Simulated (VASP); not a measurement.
A run of VASP 6.6.1:

File INCAR:

```
SYSTEM = MoH4
PREC = Accurate ; ENCUT = 520
EDIFF = 1E-7 ; ISMEAR = 0
SIGMA = 0.1 ; LREAL = .FALSE.
LASPH = .TRUE. ; NELM = 100
ALGO = Normal ; ISIF = 2
LWAVE = .FALSE. ; LCHARG = .TRUE.
GGA = PE ; LELF = .TRUE.
LVHAR = .TRUE. ; NBANDS = 17
```

Contents of KPOINTS:

```
regular mesh
0
G
  6 6 4
  0 0 0
```

File POSCAR:

```
MoH4
1.0
    2.7831813029      0.0000000000      0.0000000000
    0.0000000000      2.7831813029      0.0000000000
    0.0000000000      0.0000000000      5.8632551558
H Mo
4 1
Direct
    0.5000000000      0.0000000000      0.2138504884
    0.0000000000      0.5000000000      0.7861495116
    0.5000000000      0.0000000000      0.7861495116
    0.0000000000      0.5000000000      0.2138504884
    0.0000000000      0.0000000000      0.0000000000
```

Potentials or basis: VASP PAW PBE potentials, release 64 (H, Mo_sv).

The run is started by

```console
$ cat potpaw_PBE.64/H/POTCAR potpaw_PBE.64/Mo_sv/POTCAR > POTCAR
$ mpirun -np 1 vasp_std > vasp.out
```

Hardware: 1 thread of AMD EPYC 7R43 64-Core Processor (Zen 3), on a shared host.

Problem. Estimate the wall time of this run.

Solution. Run time: 26 s on 1 thread of AMD EPYC 7R43 64-Core Processor (Zen 3) (shared host), peak memory 0.14 GiB. Counts: scf iterations 14, k points 30.
